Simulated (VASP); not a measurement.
# Ag (Im-3m) in VASP: further runs

The runs below take Ag through single point, with PBE.

All numbers are computed with VASP 6.6.1; they aren't measurements. Logs are shortened: lines on timing, memory, paths and dates and some standing lists are left out, and cuts for length are marked.

## (1) The cell of the first run

It takes space group Im-3m (No. 229, cubic). Conventional cell: a = 3.235 Å, b = 3.235 Å, c = 3.235 Å, α = 90.00°, β = 90.00°, γ = 90.00°. Ag (site symmetry m-3m) has 14 Ag at 2.80 to 3.23 Å within 3.7 Å.

This isn't the form of Ag at room conditions, which is fcc.

## (2) Single point, PBE

Contents of INCAR:

```
SYSTEM = Ag
ALGO = Normal ; EDIFF = 1E-6
ENCUT = 520 ; GGA = PE
ISIF = 2 ; ISMEAR = -1
LASPH = .True. ; LCHARG = .False.
LREAL = .False. ; LWAVE = .False.
NBANDS = 12 ; NELM = 100
PREC = Accurate ; SIGMA = 0.06122561905347299
```

Contents of KPOINTS:

```
k-points
0
Gamma
  23 23 23
  0 0 0
```

Contents of POSCAR:

```
Ag
1.0
   -1.6172634284      1.6172634284      1.6172634284
    1.6172634284     -1.6172634284      1.6172634284
    1.6172634284      1.6172634284     -1.6172634284
Ag
1
Direct
    0.0000000000      0.0000000000      0.0000000000
```

Potentials or basis: VASP PAW PBE potentials, release 64 (Ag).

On the command line:

```sh
cat potpaw_PBE.64/Ag/POTCAR > POTCAR
mpirun -np 1 vasp_std > vasp.out
```

OUTCAR:

```text
SYSTEM = Ag
   EDIFF = 1E-6
   ENCUT = 520
   GGA = PE
   ISIF = 2
   ISMEAR = -1
   LASPH = .True.
   LREAL = .False.
   NELM = 100
   PREC = Accurate

 ion  position               nearest neighbor table
   1  0.000  0.000  0.000-

  LATTYP: Found a body centered cubic cell.
 ALAT       =     3.2345268568

  Lattice vectors:

 A1 = (  -1.6172634284,   1.6172634284,   1.6172634284)
 A2 = (   1.6172634284,  -1.6172634284,   1.6172634284)
 A3 = (   1.6172634284,   1.6172634284,  -1.6172634284)

Analysis of symmetry for initial positions (statically):
=====================================================================
 Subroutine PRICEL returns:
 Original cell was already a primitive cell.

 Routine SETGRP: Setting up the symmetry group for a
 body centered cubic supercell.

 Subroutine GETGRP returns: Found 48 space group operations
 (whereof 48 operations were pure point group operations)
 out of a pool of 48 trial point group operations.

The static configuration has the point symmetry O_h .

Analysis of symmetry for dynamics (positions and initial velocities):
=====================================================================
 Subroutine PRICEL returns:
 Original cell was already a primitive cell.

 Routine SETGRP: Setting up the symmetry group for a
 body centered cubic supercell.

 Subroutine GETGRP returns: Found 48 space group operations
 (whereof 48 operations were pure point group operations)
 out of a pool of 48 trial point group operations.

The dynamic configuration has the point symmetry O_h .

 Subroutine INISYM returns: Found 48 space group operations
 (whereof 48 operations are pure point group operations),
 and found     1 'primitive' translations

----------------------------------------------------------------------------------------

                                     Primitive cell

  volume of cell :      16.9201

  direct lattice vectors                    reciprocal lattice vectors
    -1.617263428  1.617263428  1.617263428     0.000000000  0.309164228  0.309164228
     1.617263428 -1.617263428  1.617263428     0.309164228  0.000000000  0.309164228
     1.617263428  1.617263428 -1.617263428     0.309164228  0.309164228  0.000000000

  length of vectors
     2.801182427  2.801182427  2.801182427     0.437224245  0.437224245  0.437224245

  position of ions in fractional coordinates (direct lattice)
     0.000000000  0.000000000  0.000000000

  ion indices of the primitive-cell ions
   primitive index   ion index
                 1           1

----------------------------------------------------------------------------------------

 KPOINTS: k-points

Automatic generation of k-mesh.
 Grid dimensions read from file:
 generate k-points for:   23   23   23

 Generating k-lattice:

  Cartesian coordinates                     Fractional coordinates (reciprocal lattice)
     0.000000000  0.013441923  0.013441923     0.043478261  0.000000000  0.000000000
     0.013441923  0.000000000  0.013441923     0.000000000  0.043478261  0.000000000
     0.013441923  0.013441923  0.000000000     0.000000000  0.000000000  0.043478261

  Length of vectors
     0.019009750  0.019009750  0.019009750

  Shift w.r.t. Gamma in fractional coordinates (k-lattice)
     0.000000000  0.000000000  0.000000000

 Subroutine IBZKPT returns following result:
 ===========================================

 Found    364 irreducible k-points:

 Following reciprocal coordinates:
            Coordinates               Weight
  0.000000  0.000000  0.000000      1.000000
  0.043478  0.000000  0.000000     12.000000
  0.086957  0.000000  0.000000     12.000000
  0.130435  0.000000  0.000000     12.000000
  0.173913  0.000000  0.000000     12.000000
  0.217391  0.000000  0.000000     12.000000
[... 16 lines left out ...]
  0.478261  0.043478  0.000000     24.000000
  0.086957  0.086957  0.000000     24.000000
 [... further k-points ...]
   k-points           NKPTS =    364   k-points in BZ     NKDIM =    364   number of bands    NBANDS=     12
   number of dos      NEDOS =    301   number of ions     NIONS =      1
   total plane-waves  NPLWV =  13824
   dimension x,y,z NGX =    24 NGY =   24 NGZ =   24
   dimension x,y,z NGXF=    48 NGYF=   48 NGZF=   48
   ions per type =               1
   NGX,Y,Z   is equivalent  to a cutoff of  14.24, 14.24, 14.24 a.u.
   NGXF,Y,Z  is equivalent  to a cutoff of  28.49, 28.49, 28.49 a.u.
 SYSTEM =  Ag
   PREC   = accura    normal or accurate (medium, high low for compatibility)
   ISTART =      0    job   : 0-new  1-cont  2-samecut
   ICHARG =      2    charge: 1-file 2-atom 10-const
   ISPIN  =      1    spin polarized calculation?
   LNONCOLLINEAR =      F non collinear calculations
   LSORBIT =      F    spin-orbit coupling
   LASPH  =      T    aspherical Exc in radial PAW
   ENCUT  =  520.0 eV  38.22 Ry    6.18 a.u.   5.21  5.21  5.21*2*pi/ulx,y,z
   NELM   =    100;   NELMIN=  2; NELMDL= -5     # of ELM steps
   EDIFF  = 0.1E-05   stopping-criterion for ELM
   LREAL  =      F    real-space projection
   EDIFFG = 0.1E-04   stopping-criterion for IOM
   NSW    =      0    number of steps for IOM
   IBRION =     -1    ionic relax: 0-MD 1-quasi-New 2-CG
   NFREE  =      0    steps in history (QN), initial steepest desc. (CG)
   ISIF   =      2    stress and relaxation
   ISYM   =      2    0-nonsym 1-usesym 2-fastsym
   POTIM  = 0.5000    time-step for ionic-motion
   TEBEG  =    0.0;   TEEND  =   0.0 temperature during run
   PSTRESS=    0.0 pullay stress
   NELECT =      11.0000    total number of electrons
   NUPDOWN=      -1.0000    fix difference up-down
   EMIN   =  10.00;   EMAX   =-10.00  energy-range for DOS
   EFERMI =   0.00;   METHOD = LEGACY
   ISMEAR =    -1;   SIGMA  =   0.06  broadening in eV -4-tet -1-fermi 0-gaus
   EFERMI_NEDOS =   21; number of points for ismear=-14 and -15
   IALGO  =     38    algorithm
   IMIX   =      4    mixing-type and parameters
     AMIX     =   0.40;   BMIX     =  1.00
     AMIX_MAG =   1.60;   BMIX_MAG =  1.00
  volume/ion in A,a.u.               =      16.92       114.18
  Fermi-wavevector in a.u.,A,eV,Ry     =   1.418203  2.680014 27.365381  2.011299
  Thomas-Fermi vector in A             =   2.539353
   LORBIT       =      0    0 simple, 1 ext, 2 COOP (PROOUT), +10 PAW based schemes
   GGA     = PE    functional components
   LHFCALC =     F    Hartree Fock is set to
   AEXX    =    0.0000 exact exchange contribution
   IVDW    =     0    specifies the selected vdW correction
   LEPSILON=     F    determine dielectric tensor
   LRPA    =     F    only Hartree local field effects (RPA)
 non-spin polarized calculation
  energy-cutoff  :      520.00
  volume of cell :       16.92
 maximum number of plane-waves:       470
 NGX is ok and might be reduce to    24
   NGX = 11   NGY = 11   NGZ = 11

 number of electron      10.9999998 magnetization

 Free energy of the ion-electron system (eV)
  ---------------------------------------------------
  ext. energy  EPLUGINS =         0.00000000
  ---------------------------------------------------
  free energy    TOTEN  =        -2.67054555 eV

  energy without entropy =       -2.66728507  energy(sigma->0) =       -2.66891531

 E-fermi :   8.5760     XC(G=0): -12.2557

 val. band max:        8.5358536335   @ k =  -0.3913   0.4783   0.0435
 cond. band min:       8.5788835402   @ k =  -0.3478   0.4783   0.0435
 fundamental gap:      0.0430299067
 Fermi energy:         8.5759903665

 k-point     1 :       0.0000    0.0000    0.0000
  band No.  band energies     occupation
      1       0.7208      2.00000
      2       3.5847      2.00000
      3       3.5847      2.00000
      4       3.5847      2.00000
      5       4.9360      2.00000
      6       4.9360      2.00000
      7      26.5522      0.00000
      8      26.5522      0.00000
      9      26.5522      0.00000
     10      33.0131      0.00000
     11      33.0195      0.00000
     12      33.0214      0.00000

 k-point     2 :       0.0435    0.0000    0.0000
  band No.  band energies     occupation
      1       0.7841      2.00000
      2       3.5689      2.00000
      3       3.5872      2.00000
      4       3.6213      2.00000
      5       4.9181      2.00000
      6       4.9372      2.00000
      7      26.4088      0.00000
      8      26.5397      0.00000
      9      26.5988      0.00000
     10      31.7733      0.00000
     11      32.0280      0.00000
     12      32.5684      0.00000

 k-point     3 :       0.0870    0.0000    0.0000
  band No.  band energies     occupation
      1       0.9701      2.00000
      2       3.5226      2.00000
      3       3.5947      2.00000
      4       3.7292      2.00000
      5       4.8704      2.00000
      6       4.9407      2.00000
      7      25.9202      0.00000
      8      26.4517      0.00000
      9      26.7337      0.00000
     10      30.8190      0.00000
     11      30.8953      0.00000
     12      31.5628      0.00000
[... 286 lines left out ...]
 k-point    23 :       0.4783    0.0435    0.0000
  band No.  band energies     occupation
      1       2.1064      2.00000
      2       2.8011      2.00000
      3       4.8757      2.00000
      4       5.0276      2.00000
      5       5.8803      2.00000
      6       8.6148      0.69294
      7      12.7616      0.00000
      8      21.7923      0.00000
      9      22.8825      0.00000
     10      28.7979      0.00000
     11      30.2372      0.00000
     12      33.0987      0.00000

 k-point    24 :       0.0870    0.0870    0.0000
  band No.  band energies     occupation
      1       1.4354      2.00000
      2       3.4612      2.00000
      3       3.5269      2.00000
      4       4.0509      2.00000
      5       4.7642      2.00000
      6       4.9675      2.00000
      7      24.8089      0.00000
      8      25.4555      0.00000
      9      27.0883      0.00000
     10      28.5610      0.00000
     11      30.1527      0.00000
     12      31.4787      0.00000

 [... further k-points ...]
[... 5 lines left out ...]
  --------------------------------------------------------------------------------------
  -------------------------------------------------------------------------------------
  Total        0.6517791      0.6517791      0.6517791     -0.0000000      0.0000000     -0.0000000
  in kB       61.7175550     61.7175550     61.7175550     -0.0000000      0.0000000     -0.0000000
  external PRESSURE =      61.7175550 kB  Pullay stress =       0.0000000 kB

 VOLUME and BASIS-vectors are now :
 -----------------------------------------------------------------------------
  energy-cutoff  :      520.00
  volume of cell :       16.92
      direct lattice vectors                 reciprocal lattice vectors
    -1.617263428  1.617263428  1.617263428     0.000000000  0.309164228  0.309164228
     1.617263428 -1.617263428  1.617263428     0.309164228  0.000000000  0.309164228
     1.617263428  1.617263428 -1.617263428     0.309164228  0.309164228  0.000000000

 POSITION                                       TOTAL-FORCE (eV/Angst)
 -----------------------------------------------------------------------------------
      0.00000      0.00000      0.00000         0.000000     -0.000000      0.000000
 -----------------------------------------------------------------------------------
    total drift:                                0.000000      0.000000     -0.000000

  FREE ENERGIE OF THE ION-ELECTRON SYSTEM (eV)
  ---------------------------------------------------
  free  energy   TOTEN  =        -2.6705455534 eV

  energy  without entropy=       -2.6672850664  energy(sigma->0) =       -2.66891531
```

It took 1.8 min on 1 thread of Intel Xeon 8259CL, shared host; peak memory 0.19 GiB.

What came out:

- Free energy: -2.6705 eV
- Pressure: 6.2 GPa
- Band gap on the k mesh: zero (an odd number of electrons rules out a gap without spin polarisation)

Caveat: the cell stands under pressure.

## (3) Single point, PBE

This run uses another cell than the first one, of 17.28 Å³/atom.

Contents of INCAR:

```
SYSTEM = Ag
ALGO = Normal
EDIFF = 1E-7
ENCUT = 520
GGA = PE
ISIF = 2
ISMEAR = -1
LASPH = .TRUE.
LCHARG = .FALSE.
LREAL = .FALSE.
LWAVE = .FALSE.
NBANDS = 12
NELM = 80
PREC = Accurate
SIGMA = 0.06122561905347299
```

Contents of KPOINTS:

```
k-points
0
G
  23 23 23
  0 0 0
```

Contents of POSCAR:

```
Ag
1.0
   -1.6286529828      1.6286529828      1.6286529828
    1.6286529828     -1.6286529828      1.6286529828
    1.6286529828      1.6286529828     -1.6286529828
Ag
1
Direct
    0.0000000000      0.0000000000      0.0000000000
```

Potentials or basis: VASP PAW PBE potentials, release 64 (Ag).

On the command line:

```sh
cat potpaw_PBE.64/Ag/POTCAR > POTCAR
mpirun -np 1 vasp_std > vasp.out
```

It took 95 s on 1 thread of Intel Xeon 8259CL, shared host; peak memory 0.2 GiB.

It converged, with:

```yaml
Free_energy: -2.6818 eV
Pressure: 3.7 GPa
Band_gap_on_the_k_mesh: zero (an odd number of electrons rules out a gap without spin polarisation)
```

Levels at points of the mesh, in eV from the Fermi level:
```tsv
k point	band 2	band 3	band 4	band 5	band 6	band 7	band 8	band 9	band 10	band 11
(0.00, 0.00, 0.00)	-4.91	-4.91	-4.91	-3.61	-3.61	17.90	17.90	17.90	24.02	24.02
```

Caveat: the cell stands under pressure.

## (4) Single point, PBE

This run uses another cell than the first one, of 17.64 Å³/atom.

Contents of INCAR:

```
  PREC = Accurate
  ENCUT = 520
  EDIFF = 1E-6
  ISMEAR = -1
  SIGMA = 0.06122561905347299
  LREAL = False
  LASPH = True
  NELM = 80
  ALGO = Normal
  ISIF = 2
  LWAVE = False
  LCHARG = False
  GGA = PE
  NBANDS = 12
```

Contents of KPOINTS:

```
Automatic mesh
0
Gamma
  23 23 23
```

Contents of POSCAR:

```
Ag
1.0
   -1.6398854273      1.6398854273      1.6398854273
    1.6398854273     -1.6398854273      1.6398854273
    1.6398854273      1.6398854273     -1.6398854273
Ag
1
Direct
    0.0000000000      0.0000000000      0.0000000000
```

On the command line:

```sh
cat potpaw_PBE.64/Ag/POTCAR > POTCAR
mpirun -np 1 vasp_std > vasp.out
```

Wall time 76 s (1 thread of Intel Xeon 8259CL, shared host); peak memory 0.2 GiB.

The run converged. Its results:

| Property | Result |
| --- | --- |
| Free energy | -2.6880 eV |
| Pressure | 1.6 GPa |
| Band gap on the k mesh | zero (an odd number of electrons rules out a gap without spin polarisation) |

Levels at points of the mesh, in eV from the Fermi level:
| k point | band 1 | band 2 | band 3 | band 4 | band 5 | band 6 | band 7 | band 8 | band 9 | band 10 |
| --- | --- | --- | --- | --- | --- | --- | --- | --- | --- | --- |
| (0.00, 0.00, 0.00) | -7.56 | -4.84 | -4.84 | -4.84 | -3.58 | -3.58 | 17.82 | 17.82 | 17.82 | 23.62 |

## (5) Overview

```tsv
cell	gap on the mesh (eV)	pressure (GPa)
a = 2.801 Å, angles 109.5°, 1 atom	none	6.2
a = 2.821 Å, angles 109.5°, 1 atom	none	3.7
a = 2.840 Å, angles 109.5°, 1 atom	none	1.6
```

Alike in all rows: task single point; level PBE; potentials or basis VASP PAW PBE potentials, release 64 (Ag); no spin polarisation; k mesh 23 × 23 × 23; cutoff (eV) 520; smearing fermi-dirac 0.0612256 eV.

Caveats: the cell stands under pressure (at least some runs).

Total energies depend on the potentials used, so only differences within one code and one set of settings carry meaning.
